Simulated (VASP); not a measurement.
# Si (Ibca) in VASP: single point with PBEsol

Aim: the single point of Si with PBEsol.

Everything below comes from runs of VASP 6.6.1. Logs are shortened: lines on timing, memory, paths and dates and some standing lists are left out, and cuts for length are marked.

**1. The cell of the first run**

The structure is orthorhombic, space group Ibca (No. 73). Conventional cell: a = 6.717 Å, b = 6.717 Å, c = 6.881 Å, α = 90.00°, β = 90.00°, γ = 90.00°. Within 3.2 Å of Si (site symmetry 1) lie 4 Si at 2.40 to 2.45 Å.

**2. Single point, PBEsol (19.40 Å³/atom)**

INCAR

```
SYSTEM = Si
ALGO     = Normal         ! electronic algorithm
EDIFF    = 1E-7           ! SCF threshold, eV
ENCUT    = 520            ! plane-wave cutoff, eV
GGA      = PS             ! functional
ISIF     = 2              ! what is computed and relaxed
ISMEAR   = 0              ! smearing method
LASPH    = .TRUE.         ! aspherical terms in the spheres
LCHARG   = .FALSE.        ! write CHGCAR
LREAL    = .FALSE.        ! projectors in reciprocal space
LWAVE    = .FALSE.        ! write WAVECAR
NBANDS   = 26             ! bands
NELM     = 80             ! most SCF steps
PREC     = Accurate       ! precision mode
SIGMA    = 0.15           ! smearing width, eV
```

KPOINTS

```
k-points
0
G
  10 10 10
  0 0 0
```

POSCAR

```
Si
1.0
   -3.3584249065      3.3584249065      3.4403704743
    3.3584249065     -3.3584249065      3.4403704743
    3.3584249065      3.3584249065     -3.4403704743
Si
8
Direct
    0.2047947401      0.2047947401      0.2047947401
    0.5000000000      0.0000000000      0.2952052599
    0.2952052599      0.5000000000      0.0000000000
    0.0000000000      0.2952052599      0.5000000000
    0.7952052599      0.7952052599      0.7952052599
    0.5000000000      0.0000000000      0.7047947401
    0.7047947401      0.5000000000      0.0000000000
    0.0000000000      0.7047947401      0.5000000000
```

Potentials or basis: VASP PAW PBE potentials, release 64 (Si).

The run is started by

```
> cat potpaw_PBE.64/Si/POTCAR > POTCAR
> mpirun -np 1 vasp_std > vasp.out
```

OUTCAR:

```text
SYSTEM = Si
   EDIFF = 1E-7
   ENCUT = 520
   GGA = PS
   ISIF = 2
   ISMEAR = 0
   LASPH = .TRUE.
   LREAL = .FALSE.
   NELM = 80
   PREC = Accurate

 ion  position               nearest neighbor table
   1  0.205  0.205  0.205-   5 2.40   2 2.41   4 2.43   3 2.45
   2  0.500  0.000  0.295-   6 2.40   1 2.41   3 2.43   4 2.45
   3  0.295  0.500  0.000-   7 2.40   4 2.41   2 2.43   1 2.45
   4  0.000  0.295  0.500-   8 2.40   3 2.41   1 2.43   2 2.45
   5  0.795  0.795  0.795-   1 2.40   6 2.41   8 2.43   7 2.45
   6  0.500  0.000  0.705-   2 2.40   5 2.41   7 2.43   8 2.45
   7  0.705  0.500  0.000-   3 2.40   8 2.41   6 2.43   5 2.45
   8  0.000  0.705  0.500-   4 2.40   7 2.41   5 2.43   6 2.45

  LATTYP: Found a body centered tetragonal cell.
 ALAT       =     6.7168498130
 C/A-ratio  =     1.0244000000

  Lattice vectors:

 A1 = (  -3.3584249065,   3.3584249065,   3.4403704743)
 A2 = (   3.3584249065,  -3.3584249065,   3.4403704743)
 A3 = (   3.3584249065,   3.3584249065,  -3.4403704743)

Analysis of symmetry for initial positions (statically):
=====================================================================
 Subroutine PRICEL returns:
 Original cell was already a primitive cell.

 Routine SETGRP: Setting up the symmetry group for a
 body centered tetragonal supercell.

 Subroutine GETGRP returns: Found  8 space group operations
 (whereof  2 operations were pure point group operations)
 out of a pool of 16 trial point group operations.

The static configuration has the point symmetry S_2 .
 The point group associated with its full space group is D_2h.

Analysis of symmetry for dynamics (positions and initial velocities):
=====================================================================
 Subroutine PRICEL returns:
 Original cell was already a primitive cell.

 Routine SETGRP: Setting up the symmetry group for a
 body centered tetragonal supercell.

 Subroutine GETGRP returns: Found  8 space group operations
 (whereof  2 operations were pure point group operations)
 out of a pool of 16 trial point group operations.

The dynamic configuration has the point symmetry S_2 .
 The point group associated with its full space group is D_2h.

 Subroutine INISYM returns: Found  8 space group operations
 (whereof  2 operations are pure point group operations),
 and found     1 'primitive' translations

----------------------------------------------------------------------------------------

                                     Primitive cell

  volume of cell :     155.2160

  direct lattice vectors                    reciprocal lattice vectors
    -3.358424906  3.358424906  3.440370474     0.000000000  0.148879315  0.145333185
     3.358424906 -3.358424906  3.440370474     0.148879315  0.000000000  0.145333185
     3.358424906  3.358424906 -3.440370474     0.148879315  0.148879315  0.000000000

  length of vectors
     5.864655549  5.864655549  5.864655549     0.208054765  0.208054765  0.210547147

  position of ions in fractional coordinates (direct lattice)
     0.204794740  0.204794740  0.204794740
     0.500000000  0.000000000  0.295205260
     0.295205260  0.500000000  0.000000000
     0.000000000  0.295205260  0.500000000
     0.795205260  0.795205260  0.795205260
     0.500000000  0.000000000  0.704794740
     0.704794740  0.500000000  0.000000000
     0.000000000  0.704794740  0.500000000

  ion indices of the primitive-cell ions
   primitive index   ion index
                 1           1
                 2           2
                 3           3
                 4           4
                 5           5
                 6           6
                 7           7
                 8           8

----------------------------------------------------------------------------------------

 KPOINTS: k-points

Automatic generation of k-mesh.
 Grid dimensions read from file:
 generate k-points for:   10   10   10

 Generating k-lattice:

  Cartesian coordinates                     Fractional coordinates (reciprocal lattice)
     0.000000000  0.014887932  0.014533319     0.100000000  0.000000000  0.000000000
     0.014887932  0.000000000  0.014533319     0.000000000  0.100000000  0.000000000
     0.014887932  0.014887932  0.000000000     0.000000000  0.000000000  0.100000000

  Length of vectors
     0.020805477  0.020805477  0.021054715

  Shift w.r.t. Gamma in fractional coordinates (k-lattice)
     0.000000000  0.000000000  0.000000000

 Subroutine IBZKPT returns following result:
 ===========================================

 Found    171 irreducible k-points:

 Following reciprocal coordinates:
            Coordinates               Weight
  0.000000  0.000000  0.000000      1.000000
  0.100000 -0.000000  0.000000      4.000000
 -0.000000  0.100000  0.000000      4.000000
  0.200000 -0.000000  0.000000      4.000000
 -0.000000  0.200000  0.000000      4.000000
  0.300000  0.000000  0.000000      4.000000
[... 16 lines left out ...]
 -0.300000  0.100000 -0.000000      8.000000
  0.000000 -0.200000 -0.100000      8.000000
 [... further k-points ...]
   k-points           NKPTS =    171   k-points in BZ     NKDIM =    171   number of bands    NBANDS=     26
   number of dos      NEDOS =    301   number of ions     NIONS =      8
   total plane-waves  NPLWV = 110592
   dimension x,y,z NGX =    48 NGY =   48 NGZ =   48
   dimension x,y,z NGXF=    96 NGYF=   96 NGZF=   96
   ions per type =               8
   NGX,Y,Z   is equivalent  to a cutoff of  13.61, 13.61, 13.61 a.u.
   NGXF,Y,Z  is equivalent  to a cutoff of  27.21, 27.21, 27.21 a.u.
 SYSTEM =  Si
   PREC   = accura    normal or accurate (medium, high low for compatibility)
   ISTART =      0    job   : 0-new  1-cont  2-samecut
   ICHARG =      2    charge: 1-file 2-atom 10-const
   ISPIN  =      1    spin polarized calculation?
   LNONCOLLINEAR =      F non collinear calculations
   LSORBIT =      F    spin-orbit coupling
   LASPH  =      T    aspherical Exc in radial PAW
   ENCUT  =  520.0 eV  38.22 Ry    6.18 a.u.  10.90 10.90 10.90*2*pi/ulx,y,z
   NELM   =     80;   NELMIN=  2; NELMDL= -5     # of ELM steps
   EDIFF  = 0.1E-06   stopping-criterion for ELM
   LREAL  =      F    real-space projection
   EDIFFG = 0.1E-05   stopping-criterion for IOM
   NSW    =      0    number of steps for IOM
   IBRION =     -1    ionic relax: 0-MD 1-quasi-New 2-CG
   NFREE  =      0    steps in history (QN), initial steepest desc. (CG)
   ISIF   =      2    stress and relaxation
   ISYM   =      2    0-nonsym 1-usesym 2-fastsym
   POTIM  = 0.5000    time-step for ionic-motion
   TEBEG  =    0.0;   TEEND  =   0.0 temperature during run
   PSTRESS=    0.0 pullay stress
   NELECT =      32.0000    total number of electrons
   NUPDOWN=      -1.0000    fix difference up-down
   EMIN   =  10.00;   EMAX   =-10.00  energy-range for DOS
   EFERMI =   0.00;   METHOD = LEGACY
   ISMEAR =     0;   SIGMA  =   0.15  broadening in eV -4-tet -1-fermi 0-gaus
   EFERMI_NEDOS =   21; number of points for ismear=-14 and -15
   IALGO  =     38    algorithm
   IMIX   =      4    mixing-type and parameters
     AMIX     =   0.40;   BMIX     =  1.00
     AMIX_MAG =   1.60;   BMIX_MAG =  1.00
  volume/ion in A,a.u.               =      19.40       130.93
  Fermi-wavevector in a.u.,A,eV,Ry     =   0.967118  1.827587 12.725755  0.935317
  Thomas-Fermi vector in A             =   2.096976
   LORBIT       =      0    0 simple, 1 ext, 2 COOP (PROOUT), +10 PAW based schemes
   GGA     = PS    functional components
   LHFCALC =     F    Hartree Fock is set to
   AEXX    =    0.0000 exact exchange contribution
   IVDW    =     0    specifies the selected vdW correction
   LEPSILON=     F    determine dielectric tensor
   LRPA    =     F    only Hartree local field effects (RPA)
 non-spin polarized calculation
 Gauss-broadening in eV      SIGMA  =   0.15
  energy-cutoff  :      520.00
  volume of cell :      155.22
 maximum number of plane-waves:      4208
 NGX is ok and might be reduce to    48
   NGX = 21   NGY = 21   NGZ = 21

 number of electron      32.0000000 magnetization

 Free energy of the ion-electron system (eV)
  ---------------------------------------------------
  ext. energy  EPLUGINS =         0.00000000
  ---------------------------------------------------
  free energy    TOTEN  =       -44.75381656 eV

  energy without entropy =      -44.74298839  energy(sigma->0) =      -44.74840247

 E-fermi :   6.3990     XC(G=0):  -9.8478

 val. band max:        6.3982128599   @ k =  -0.4000  -0.4000   0.2000
 cond. band min:       6.4009709844   @ k =  -0.4000   0.4000  -0.4000
 fundamental gap:      0.0027581245
 Fermi energy:         6.3989963860

 k-point     1 :       0.0000    0.0000    0.0000
  band No.  band energies     occupation
      1      -5.8392      2.00000
      2      -1.7952      2.00000
      3      -1.4335      2.00000
      4      -1.3798      2.00000
      5      -1.2263      2.00000
      6       0.0854      2.00000
[... 18 lines left out ...]
     25      11.5782      0.00000
     26      12.0923      0.00000

 k-point     2 :       0.1000   -0.0000    0.0000
  band No.  band energies     occupation
      1      -5.7811      2.00000
      2      -1.9919      2.00000
      3      -1.6423      2.00000
      4      -1.3941      2.00000
      5      -1.2717      2.00000
      6       0.0078      2.00000
[... 18 lines left out ...]
     25      11.4978      0.00000
     26      11.8595      0.00000

 k-point     3 :      -0.0000    0.1000    0.0000
  band No.  band energies     occupation
      1      -5.7811      2.00000
      2      -1.9744      2.00000
      3      -1.6200      2.00000
      4      -1.5163      2.00000
      5      -1.1876      2.00000
      6       0.0522      2.00000
[... 18 lines left out ...]
     25      11.5326      0.00000
     26      11.6935      0.00000

 k-point     4 :       0.2000   -0.0000    0.0000
  band No.  band energies     occupation
      1      -5.6074      2.00000
      2      -2.4911      2.00000
      3      -1.9832      2.00000
      4      -1.7004      2.00000
      5      -1.0749      2.00000
      6      -0.1837      2.00000
[... 18 lines left out ...]
     25      11.2627      0.00000
     26      11.5846      0.00000

 k-point     5 :      -0.0000    0.2000    0.0000
  band No.  band energies     occupation
      1      -5.6075      2.00000
      2      -2.4876      2.00000
      3      -1.9293      2.00000
      4      -1.7790      2.00000
      5      -1.0649      2.00000
      6      -0.1592      2.00000
[... 18 lines left out ...]
     25      11.2260      0.00000
     26      11.4209      0.00000

 k-point     6 :       0.3000    0.0000    0.0000
  band No.  band energies     occupation
      1      -5.3199      2.00000
      2      -3.1622      2.00000
      3      -2.1779      2.00000
      4      -1.9747      2.00000
      5      -0.9232      2.00000
      6      -0.3923      2.00000
[... 427 lines left out ...]
 k-point    21 :      -0.4000    0.1000   -0.0000
  band No.  band energies     occupation
      1      -5.0852      2.00000
      2      -3.4776      2.00000
      3      -2.4722      2.00000
      4      -2.1589      2.00000
      5      -0.7807      2.00000
      6      -0.2123      2.00000
[... 18 lines left out ...]
     25      10.4824      0.00000
     26      11.2001      0.00000

 k-point    22 :       0.0000   -0.3000   -0.1000
  band No.  band energies     occupation
      1      -5.0858      2.00000
      2      -3.4726      2.00000
      3      -2.5156      2.00000
      4      -2.0886      2.00000
      5      -0.7709      2.00000
      6      -0.4328      2.00000
[... 18 lines left out ...]
     25      10.6794      0.00000
     26      11.3267      0.00000

 k-point    23 :      -0.3000    0.1000   -0.0000
  band No.  band energies     occupation
      1      -5.4297      2.00000
      2      -2.8177      2.00000
      3      -2.2564      2.00000
      4      -2.0057      2.00000
      5      -0.8941      2.00000
      6      -0.0872      2.00000
[... 18 lines left out ...]
     25      10.8112      0.00000
     26      11.3570      0.00000

 k-point    24 :       0.0000   -0.2000   -0.1000
  band No.  band energies     occupation
      1      -5.4299      2.00000
      2      -2.7971      2.00000
      3      -2.3320      2.00000
      4      -1.9257      2.00000
      5      -0.9268      2.00000
      6      -0.2281      2.00000
[... 18 lines left out ...]
     25      11.0640      0.00000
     26      11.3816      0.00000

 [... further k-points ...]

------------------------ aborting loop because EDIFF is reached ----------------------------------------

  FORCE on cell =-STRESS in cart. coord.  units (eV):
  Direction    XX          YY          ZZ          XY          YZ          ZX
  --------------------------------------------------------------------------------------
  -------------------------------------------------------------------------------------
  Total       -5.2935951     -5.2721536     -8.3594179      0.0000000      0.0000000      0.0000000
  in kB      -54.6417775    -54.4204525    -86.2879460      0.0000000      0.0000000      0.0000000
  external PRESSURE =     -65.1167253 kB  Pullay stress =       0.0000000 kB

 VOLUME and BASIS-vectors are now :
 -----------------------------------------------------------------------------
  energy-cutoff  :      520.00
  volume of cell :      155.22
      direct lattice vectors                 reciprocal lattice vectors
    -3.358424906  3.358424906  3.440370474     0.000000000  0.148879315  0.145333185
     3.358424906 -3.358424906  3.440370474     0.148879315  0.000000000  0.145333185
     3.358424906  3.358424906 -3.440370474     0.148879315  0.148879315  0.000000000

 POSITION                                       TOTAL-FORCE (eV/Angst)
 -----------------------------------------------------------------------------------
      0.68779      0.68779      0.70457        -0.137920     -0.258659     -0.125330
     -0.68779      2.67064      0.70457         0.137920      0.258659     -0.125330
      0.68779     -0.68779      2.73580        -0.137920      0.258659      0.125330
      2.67064      0.68779     -0.70457         0.137920     -0.258659      0.125330
      2.67064      2.67064      2.73580         0.137920      0.258659      0.125330
      0.68779      4.04621     -0.70457        -0.137920     -0.258659      0.125330
     -0.68779      0.68779      4.14494         0.137920     -0.258659     -0.125330
      4.04621     -0.68779      0.70457        -0.137920      0.258659     -0.125330
 -----------------------------------------------------------------------------------
    total drift:                               -0.000000     -0.000000      0.000000

  FREE ENERGIE OF THE ION-ELECTRON SYSTEM (eV)
  ---------------------------------------------------
  free  energy   TOTEN  =       -44.7538165593 eV

  energy  without entropy=      -44.7429883885  energy(sigma->0) =      -44.74840247
```

Wall time 6.7 min (1 thread of Intel Xeon 6975P-C (Granite Rapids), shared host); peak memory 0.62 GiB.

Results:

```yaml
Free_energy: -44.7538 eV
Pressure: -6.5 GPa
Largest_force: 0.319 eV/Å
Band_gap_on_the_k_mesh: zero (bands 16 and 17 overlap by 0.21 eV)
```

Forces on the atoms (eV/Å):
```
Si  -0.138 -0.259 -0.125
Si   0.138  0.259 -0.125
Si  -0.138  0.259  0.125
Si   0.138 -0.259  0.125
Si   0.138  0.259  0.125
Si  -0.138 -0.259  0.125
Si   0.138 -0.259 -0.125
Si  -0.138  0.259 -0.125
```

Levels at points of the mesh, in eV from the Fermi level:
```
           k point  band 12  band 13  band 14  band 15  band 16  band 17  band 18  band 19  band 20  band 21
(0.00, 0.00, 0.00)    -3.86    -3.80    -1.52    -1.32    -0.70     1.35     1.81     1.84     3.45     3.60
(0.50, 0.00, 0.00)    -2.55    -1.97    -1.97    -1.13    -1.13     0.29     0.29     1.91     1.91     2.23
(0.00, 0.50, 0.00)    -2.49    -2.02    -2.02    -1.26    -1.26     0.48     0.48     1.87     1.87     2.15
(0.50, 0.50, 0.00)    -2.51    -1.98    -1.98    -1.29    -1.29     0.40     0.40     1.84     1.84     2.04
(0.50, 0.50, 0.50)    -2.47    -2.47    -0.70     0.11     0.21     0.33     2.42     2.56     2.68     2.71
```

Caveat: the cell stands under tension; semilocal functionals underestimate gaps, so a narrow gap can read as zero; the PAW data sets were made with another functional, which shifts forces and pressure a little.
